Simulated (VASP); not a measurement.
# WC (I4/mmm) in VASP: notebook, part 2 of 2

VASP 6.6.1. Earlier steps stand in the parts before.

### 3 Single point, PBEsol (strain -0.080 along x and y, +0.080 along z)

INCAR reads:

```
ALGO = Normal
EDIFF = 1E-6
ENCUT = 520
GGA = PS
ISIF = 2
ISMEAR = 0
LASPH = True
LCHARG = False
LREAL = False
LWAVE = False
NBANDS = 16
NELM = 80
PREC = Accurate
SIGMA = 0.15
```

KPOINTS reads:

```
k-points
0
Gamma
  18 18 18
```

POSCAR reads:

```
WC
1.0
    0.0000000000      2.0172692800      2.3680987200
    2.0172692800      0.0000000000      2.3680987200
    2.0172692800      2.0172692800      0.0000000000
W C
1 1
Direct
    0.0000000000      0.0000000000      0.0000000000
    0.5000000000      0.5000000000      0.5000000000
```

Potentials or basis: VASP PAW PBE potentials, release 64 (W_sv, C).

Started as:

```console
$ cat potpaw_PBE.64/W_sv/POTCAR potpaw_PBE.64/C/POTCAR > POTCAR
$ mpirun -np 1 vasp_std > vasp.out
```

OUTCAR:

```text
EDIFF = 1E-6
   ENCUT = 520
   GGA = PS
   ISIF = 2
   ISMEAR = 0
   LASPH = True
   LREAL = False
   NELM = 80
   PREC = Accurate

 ion  position               nearest neighbor table
   1  0.000  0.000  0.000-   2 2.02   2 2.02   2 2.02   2 2.02   2 2.37   2 2.37
   2  0.500  0.500  0.500-   1 2.02   1 2.02   1 2.02   1 2.02   1 2.37   1 2.37

  LATTYP: Found a body centered tetragonal cell.
 ALAT       =     2.8528495747
 C/A-ratio  =     1.6601637471

  Lattice vectors:

 A1 = (  -2.0172692800,   0.0000000000,   2.3680987200)
 A2 = (   2.0172692800,   0.0000000000,   2.3680987200)
 A3 = (   0.0000000000,   2.0172692800,  -2.3680987200)

Analysis of symmetry for initial positions (statically):
=====================================================================
 Subroutine PRICEL returns:
 Original cell was already a primitive cell.

 Routine SETGRP: Setting up the symmetry group for a
 body centered tetragonal supercell.

 Subroutine GETGRP returns: Found 16 space group operations
 (whereof 16 operations were pure point group operations)
 out of a pool of 16 trial point group operations.

The static configuration has the point symmetry D_4h.

Analysis of symmetry for dynamics (positions and initial velocities):
=====================================================================
 Subroutine PRICEL returns:
 Original cell was already a primitive cell.

 Routine SETGRP: Setting up the symmetry group for a
 body centered tetragonal supercell.

 Subroutine GETGRP returns: Found 16 space group operations
 (whereof 16 operations were pure point group operations)
 out of a pool of 16 trial point group operations.

The dynamic configuration has the point symmetry D_4h.

 Subroutine INISYM returns: Found 16 space group operations
 (whereof 16 operations are pure point group operations),
 and found     1 'primitive' translations

[... 105 lines left out ...]
   NELECT =      18.0000    total number of electrons
   NUPDOWN=      -1.0000    fix difference up-down
   EMIN   =  10.00;   EMAX   =-10.00  energy-range for DOS
   EFERMI =   0.00;   METHOD = LEGACY
   ISMEAR =     0;   SIGMA  =   0.15  broadening in eV -4-tet -1-fermi 0-gaus
   EFERMI_NEDOS =   21; number of points for ismear=-14 and -15
   IALGO  =     38    algorithm
   IMIX   =      4    mixing-type and parameters
     AMIX     =   0.40;   BMIX     =  1.00
     AMIX_MAG =   1.60;   BMIX_MAG =  1.00
  volume/ion in A,a.u.               =       9.64        65.03
  Fermi-wavevector in a.u.,A,eV,Ry     =   1.600220  3.023978 34.840513  2.560705
  Thomas-Fermi vector in A             =   2.697390
   LORBIT       =      0    0 simple, 1 ext, 2 COOP (PROOUT), +10 PAW based schemes
   GGA     = PS    functional components
   LHFCALC =     F    Hartree Fock is set to
   AEXX    =    0.0000 exact exchange contribution
   IVDW    =     0    specifies the selected vdW correction
   LEPSILON=     F    determine dielectric tensor
   LRPA    =     F    only Hartree local field effects (RPA)
 non-spin polarized calculation
 Gauss-broadening in eV      SIGMA  =   0.15
  energy-cutoff  :      520.00
  volume of cell :       19.27
 maximum number of plane-waves:       530
   NGX = 11   NGY = 11   NGZ = 11

 number of electron      18.0000002 magnetization

 Free energy of the ion-electron system (eV)
  ---------------------------------------------------
  ext. energy  EPLUGINS =         0.00000000
  ---------------------------------------------------
  free energy    TOTEN  =       -22.15790904 eV

  energy without entropy =      -22.14802373  energy(sigma->0) =      -22.15296639

 E-fermi :  13.5547     XC(G=0): -14.3017

 val. band max:       13.5427038304   @ k =   0.2222   0.0000   0.0000
 cond. band min:      13.5548444467   @ k =  -0.0556   0.0000   0.0556
 fundamental gap:      0.0121406162
 Fermi energy:        13.5547159381

 k-point     1 :       0.0000    0.0000    0.0000
  band No.  band energies     occupation
      1     -61.5642      2.00000
      2     -25.5953      2.00000
      3     -25.5847      2.00000
      4     -25.5847      2.00000
      5      -2.9763      2.00000
      6       9.1263      2.00000
[... 433 lines left out ...]
      3     -25.6696      2.00000
      4     -25.5594      2.00000
      5      -0.9899      2.00000
      6       6.8914      2.00000
[... 8 lines left out ...]
     15      26.5387      0.00000
     16      31.2340      0.00000

 [... further k-points ...]
[... 5 lines left out ...]
  --------------------------------------------------------------------------------------
  -------------------------------------------------------------------------------------
  Total       10.5529474     10.5529474     -2.1312728      0.0000000      0.0000000     -0.0000000
  in kB      877.2569261    877.2569261   -177.1707749      0.0000000      0.0000000     -0.0000000
  external PRESSURE =     525.7810258 kB  Pullay stress =       0.0000000 kB

 VOLUME and BASIS-vectors are now :
 -----------------------------------------------------------------------------
  energy-cutoff  :      520.00
  volume of cell :       19.27
      direct lattice vectors                 reciprocal lattice vectors
     0.000000000  2.017269280  2.368098720    -0.247859820  0.247859820  0.211139846
     2.017269280  0.000000000  2.368098720     0.247859820 -0.247859820  0.211139846
     2.017269280  2.017269280  0.000000000     0.247859820  0.247859820 -0.211139846

 POSITION                                       TOTAL-FORCE (eV/Angst)
 -----------------------------------------------------------------------------------
      0.00000      0.00000      0.00000         0.000000      0.000000      0.000000
      2.01727      2.01727      2.36810        -0.000000     -0.000000     -0.000000
 -----------------------------------------------------------------------------------
    total drift:                                0.000000     -0.000000     -0.000000

  FREE ENERGIE OF THE ION-ELECTRON SYSTEM (eV)
  ---------------------------------------------------
  free  energy   TOTEN  =       -22.1579090423 eV

  energy  without entropy=      -22.1480237327  energy(sigma->0) =      -22.15296639
```

OSZICAR:

```text
N       E                     dE             d eps       ncg     rms          rms(c)
DAV:   1     0.110682684178E+03    0.11068E+03   -0.94122E+03 15408   0.127E+03
DAV:   2    -0.223577056210E+02   -0.13304E+03   -0.12818E+03 18688   0.340E+02
DAV:   3    -0.255844462053E+02   -0.32267E+01   -0.32163E+01 16672   0.503E+01
DAV:   4    -0.255990851315E+02   -0.14639E-01   -0.14638E-01 19712   0.383E+00
DAV:   5    -0.255991785775E+02   -0.93446E-04   -0.93445E-04 16680   0.289E-01    0.403E+01
DAV:   6    -0.222401510323E+02    0.33590E+01   -0.74245E+00 19088   0.270E+01    0.121E+01
DAV:   7    -0.221915433323E+02    0.48608E-01   -0.42994E-01 15672   0.523E+00    0.837E+00
DAV:   8    -0.221596362153E+02    0.31907E-01   -0.49045E-02 17960   0.173E+00    0.157E+00
DAV:   9    -0.221579406731E+02    0.16955E-02   -0.29240E-03 16800   0.402E-01    0.836E-02
DAV:  10    -0.221579110431E+02    0.29630E-04   -0.20570E-04 18496   0.162E-01    0.519E-02
DAV:  11    -0.221579092469E+02    0.17962E-05   -0.10104E-05 17768   0.289E-02    0.730E-03
DAV:  12    -0.221579090423E+02    0.20458E-06   -0.10341E-06 11856   0.934E-03
   1 F= -.22157909E+02 E0= -.22152966E+02  d E =-.988531E-02
```

stdout:

```text
POSCAR found type information on POSCAR W C
 POSCAR found :  2 types and       2 ions
 scaLAPACK will be used
 -----------------------------------------------------------------------------
|                                                                             |
|                                                                             |
|     You enforced a specific xc type in the INCAR file but a different       |
|     I HOPE YOU KNOW WHAT YOU ARE DOING!                                     |
|                                                                             |
 -----------------------------------------------------------------------------

 LDA part: xc-table for (Slater+PW92), standard interpolation
 POSCAR, INCAR and KPOINTS ok, starting setup
 FFT: planning ... GRIDC
 FFT: planning ... GRID_SOFT
 FFT: planning ... GRID
 WAVECAR not read
 entering main loop
```

It took 56 s on 1 thread of Intel Xeon 6975P-C, shared host; peak memory 0.26 GiB.

Results:

| Property | Result |
| --- | --- |
| Free energy | -22.1579 eV |
| Pressure | 52.6 GPa |
| Band gap on the k mesh | zero (band 9 reaches 14.91 eV, above the bottom of band 10 at 11.26 eV) |

Caveat: the cell differs from its parent crystal (strain -0.080 along x and y, +0.080 along z); the PAW data sets were made with another functional, which shifts forces and pressure a little; spin-orbit coupling is left out, which moves the levels of the heavy elements.

### 4 Single point, PBEsol (strain +0.000 along x and y, -0.080 along z)

INCAR reads:

```
SYSTEM = WC
PREC     = Accurate       ! precision mode
ENCUT    = 520            ! plane-wave cutoff, eV
EDIFF    = 1E-6           ! SCF threshold, eV
ISMEAR   = 0              ! smearing method
SIGMA    = 0.15           ! smearing width, eV
LREAL    = .FALSE.        ! projectors in reciprocal space
LASPH    = .TRUE.         ! aspherical terms in the spheres
NELM     = 80             ! most SCF steps
ALGO     = Normal         ! electronic algorithm
ISIF     = 2              ! what is computed and relaxed
LWAVE    = .FALSE.        ! write WAVECAR
LCHARG   = .FALSE.        ! write CHGCAR
GGA      = PS             ! functional
NBANDS   = 16             ! bands
```

KPOINTS reads:

```
Automatic mesh
0
G
  18 18 18
  0 0 0
```

POSCAR reads:

```
WC
1.0
    0.0000000000      2.1926840000      2.0172692800
    2.1926840000      0.0000000000      2.0172692800
    2.1926840000      2.1926840000      0.0000000000
W C
1 1
Direct
    0.0000000000      0.0000000000      0.0000000000
    0.5000000000      0.5000000000      0.5000000000
```

Started as:

```console
$ cat potpaw_PBE.64/W_sv/POTCAR potpaw_PBE.64/C/POTCAR > POTCAR
$ mpirun -np 1 vasp_std > vasp.out
```

It took 62 s on 1 thread of Intel Xeon 6975P-C, shared host; peak memory 0.27 GiB.

Results (log left out):

| Item | Value |
| --- | --- |
| Free energy | -22.6585 eV |
| Pressure | 32.8 GPa |
| Band gap on the k mesh | zero (band 9 reaches 14.93 eV, above the bottom of band 10 at 11.48 eV) |

Stress tensor (GPa, compression positive):
```
 6.67  0.00  0.00
 0.00  6.67  0.00
 0.00  0.00 85.15
```

Levels at points of the mesh, in eV from the Fermi level:
```tsv
k point	band 6	band 7	band 8	band 9	band 10	band 11	band 12	band 13
(0.00, 0.00, 0.00)	-3.37	-3.37	-2.27	-1.56	-1.35	-1.35	-0.86	-0.76
(0.50, 0.00, 0.00)	-10.52	-7.32	-7.18	0.92	1.75	2.92	4.99	8.76
(0.50, 0.50, 0.00)	-6.48	-4.89	-2.99	-2.99	1.22	2.63	2.63	7.11
(0.50, 0.00, 0.50)	-6.35	-6.07	-2.56	-2.08	0.77	2.19	3.07	5.92
```

Caveat: the cell differs from its parent crystal (strain +0.000 along x and y, -0.080 along z); the PAW data sets were made with another functional, which shifts forces and pressure a little; spin-orbit coupling is left out, which moves the levels of the heavy elements.

### 5 Overview

```tsv
cell	gap on the mesh (eV)	pressure (GPa)
a = 3.045, b = 3.045, c = 2.853 Å, angles 62.1, 62.1, 55.9°, 2 atoms	none	65.3
a = 3.111, b = 3.111, c = 2.853 Å, angles 62.7, 62.7, 54.6°, 2 atoms	none	52.6
a = 2.979, b = 2.979, c = 3.101 Å, angles 58.6, 58.6, 62.7°, 2 atoms	none	32.8
```

Alike in all rows: task single point; level PBEsol; potentials or basis VASP PAW PBE potentials, release 64 (W_sv, C); no spin polarisation; k mesh 18 × 18 × 18; cutoff (eV) 520; smearing gaussian 0.15 eV.

Caveats: the PAW data sets were made with another functional, which shifts forces and pressure a little; spin-orbit coupling is left out, which moves the levels of the heavy elements.

Absolute energies hang on the potentials; compare differences alone.
